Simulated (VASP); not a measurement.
# Sn (I4_1/amd) in VASP: notebook, part 2 of 2

VASP 6.6.1. Earlier steps stand in the parts before.

### 3 Single point, PBE

INCAR

```
SYSTEM = Sn
PREC = Accurate
ENCUT = 520
EDIFF = 1E-7
ISMEAR = 0
SIGMA = 0.018000000000000002
LREAL = .FALSE.
LASPH = .TRUE.
NELM = 60
ALGO = Fast
ISIF = 2
LWAVE = .FALSE.
LCHARG = .FALSE.
GGA = PE
NBANDS = 21
```

KPOINTS

```
Automatic mesh
0
G
  9 9 9
  0 0 0
```

POSCAR

```
Sn
1.0
   -2.9401404553      2.9401404553      1.5993019889
    2.9401404553     -2.9401404553      1.5993019889
    2.9401404553      2.9401404553     -1.5993019889
Sn
2
Direct
    0.0000000000      0.0000000000      0.0000000000
    0.7500000000      0.2500000000      0.5000000000
```

Potentials or basis: VASP PAW PBE potentials, release 64 (Sn_d).

The run is started by

```bash
$ cat potpaw_PBE.64/Sn_d/POTCAR > POTCAR
$ mpirun -np 1 vasp_std > vasp.out
```

OUTCAR:

```text
SYSTEM = Sn
   PREC = Accurate
   ENCUT = 520
   EDIFF = 1E-7
   ISMEAR = 0
   LREAL = .FALSE.
   LASPH = .TRUE.
   NELM = 60
   ISIF = 2
   GGA = PE

 ion  position               nearest neighbor table
   1  0.000  0.000  0.000-   2 3.05   2 3.05   2 3.05   2 3.05
   2  0.750  0.250  0.500-   1 3.05   1 3.05   1 3.05   1 3.05

  LATTYP: Found a body centered tetragonal cell.
 ALAT       =     5.8802809106
 C/A-ratio  =     0.5439542815

  Lattice vectors:

 A1 = (  -2.9401404553,   2.9401404553,   1.5993019889)
 A2 = (   2.9401404553,  -2.9401404553,   1.5993019889)
 A3 = (   2.9401404553,   2.9401404553,  -1.5993019889)

Analysis of symmetry for initial positions (statically):
=====================================================================
 Subroutine PRICEL returns:
 Original cell was already a primitive cell.

 Routine SETGRP: Setting up the symmetry group for a
 body centered tetragonal supercell.

 Subroutine GETGRP returns: Found 16 space group operations
 (whereof  8 operations were pure point group operations)
 out of a pool of 16 trial point group operations.

[... 156 lines left out ...]
 number of electron      27.9999989 magnetization

 Free energy of the ion-electron system (eV)
  ---------------------------------------------------
  ext. energy  EPLUGINS =         0.00000000
  ---------------------------------------------------
  free energy    TOTEN  =        -7.59708923 eV

  energy without entropy =       -7.59678283  energy(sigma->0) =       -7.59693603

 E-fermi :   7.7526     XC(G=0): -10.2171

 val. band max:        7.7390448639   @ k =   0.4444   0.3333   0.0000
 cond. band min:       7.7580590974   @ k =  -0.2222  -0.2222   0.1111
 fundamental gap:      0.0190142335
 Fermi energy:         7.7526259272

 k-point     1 :       0.0000    0.0000    0.0000
  band No.  band energies     occupation
      1     -13.8835      2.00000
      2     -13.8067      2.00000
      3     -13.7632      2.00000
      4     -13.7542      2.00000
      5     -13.6124      2.00000
      6     -13.6124      2.00000
[... 565 lines left out ...]
     20      18.4365      0.00000
     21      18.9037      0.00000

 [... further k-points ...]
[... 5 lines left out ...]
  --------------------------------------------------------------------------------------
  -------------------------------------------------------------------------------------
  Total        0.5150915      0.5150915      0.3918062      0.0000000      0.0000000      0.0000000
  in kB       14.9234202     14.9234202     11.3515538      0.0000000      0.0000000      0.0000000
  external PRESSURE =      13.7327980 kB  Pullay stress =       0.0000000 kB

 VOLUME and BASIS-vectors are now :
 -----------------------------------------------------------------------------
  energy-cutoff  :      520.00
  volume of cell :       55.30
      direct lattice vectors                 reciprocal lattice vectors
    -2.940140455  2.940140455  1.599301989     0.000000000  0.170059903  0.312636390
     2.940140455 -2.940140455  1.599301989     0.170059903  0.000000000  0.312636390
     2.940140455  2.940140455 -1.599301989     0.170059903  0.170059903  0.000000000

 POSITION                                       TOTAL-FORCE (eV/Angst)
 -----------------------------------------------------------------------------------
      0.00000      0.00000      0.00000         0.000000     -0.000000     -0.000000
      0.00000      2.94014      0.79965        -0.000000      0.000000      0.000000
 -----------------------------------------------------------------------------------
    total drift:                               -0.000000      0.000000     -0.000000

  FREE ENERGIE OF THE ION-ELECTRON SYSTEM (eV)
  ---------------------------------------------------
  free  energy   TOTEN  =        -7.5970892331 eV

  energy  without entropy=       -7.5967828335  energy(sigma->0) =       -7.59693603
```

stdout:

```text
POSCAR found type information on POSCAR Sn
 POSCAR found :  1 types and       2 ions
 scaLAPACK will be used
 LDA part: xc-table for (Slater+PW92), standard interpolation
 POSCAR, INCAR and KPOINTS ok, starting setup
 FFT: planning ... GRIDC
 FFT: planning ... GRID_SOFT
 FFT: planning ... GRID
 WAVECAR not read
 entering main loop
WARNING in EDDRMM: call to ZHEGV failed, returncode =   6  3     19
WARNING in EDDRMM: call to ZHEGV failed, returncode =   8  4     19
WARNING in EDDRMM: call to ZHEGV failed, returncode =   6  3     19
 num prob  num prob WARNING in EDDRMM: call to ZHEGV failed, returncode =   8  4     19
 num prob WARNING in EDDRMM: call to ZHEGV failed, returncode =   8  4     20
 num prob  num prob RMM:  13    -0.759708917000E+01    0.23333E-06   -0.64433E-07  3347   0.671E-03    0.750E-04
 num prob  num prob  num prob  num prob  num prob  num prob  num prob  num prob  num prob  num prob  num prob RMM:  14    -0.759708927076E+01   -0.10077E-06   -0.12531E-07  2084   0.396E-03    0.164E-04
 num prob  num prob  num prob  num prob  num prob  num prob  num prob  num prob  num prob  num prob  num prob  num prob  num prob  num prob  num prob  num prob  num prob  num prob  num prob  num prob  num prob  num prob  num prob RMM:  15    -0.759708923307E+01    0.37688E-07   -0.61781E-08  2002   0.269E-03
```

Run time: 90 s. Hardware: 1 thread of Intel Xeon Platinum 8488C (Sapphire Rapids), shared host; peak memory 0.24 GiB.

What came out:

| Item | Value |
| --- | --- |
| Free energy | -7.5971 eV |
| Pressure | 1.4 GPa |
| Band gap on the k mesh | zero (bands 14 and 15 overlap by 3.97 eV) |

Caveat: spin-orbit coupling is left out, which moves the levels of the heavy elements.

### 4 Single point, PBE

INCAR

```
PREC     = Accurate       # precision mode
ENCUT    = 520            # plane-wave cutoff, eV
EDIFF    = 1E-6           # SCF threshold, eV
ISMEAR   = 0              # smearing method
SIGMA    = 0.022          # smearing width, eV
LREAL    = False          # projectors in reciprocal space
LASPH    = True           # aspherical terms in the spheres
NELM     = 100            # most SCF steps
ALGO     = Normal         # electronic algorithm
ISIF     = 2              # what is computed and relaxed
LWAVE    = False          # write WAVECAR
LCHARG   = False          # write CHGCAR
GGA      = PE             # functional
NBANDS   = 21             # bands
```

KPOINTS

```
regular mesh
0
Gamma
  9 9 9
```

POSCAR is that of step 3.

The run is started by

```bash
$ cat potpaw_PBE.64/Sn_d/POTCAR > POTCAR
$ mpirun -np 1 vasp_std > vasp.out
```

It took 60 s on 1 thread of Intel Xeon Platinum 8488C (Sapphire Rapids), shared host; peak memory 0.23 GiB.

It converged, with:

```
Free energy            : -7.5972 eV
Pressure               : 1.4 GPa
Band gap on the k mesh : zero (bands 14 and 15 overlap by 3.97 eV)
```

Stress tensor (GPa, compression positive):
```
1.48 0.00 0.00
0.00 1.48 0.00
0.00 0.00 1.16
```

Levels at points of the mesh, in eV from the Fermi level:
```csv
k point,band 11,band 12,band 13,band 14,band 15,band 16,band 17,band 18
"(0.00, 0.00, 0.00)",-11.00,-3.71,-1.94,-1.94,2.99,6.11,6.11,6.74
```

Caveat: spin-orbit coupling is left out, which moves the levels of the heavy elements.

### 5 Overview

```tsv
smearing	gap on the mesh (eV)	pressure (GPa)
gaussian 0.016 eV	none	1.4
gaussian 0.018 eV	none	1.4
gaussian 0.022 eV	none	1.4
```

Alike in all rows: task single point; level PBE; potentials or basis VASP PAW PBE potentials, release 64 (Sn_d); no spin polarisation; cell as given; k mesh 9 × 9 × 9; cutoff (eV) 520.

Caveats: spin-orbit coupling is left out, which moves the levels of the heavy elements.

Absolute energies hang on the potentials; compare differences alone.
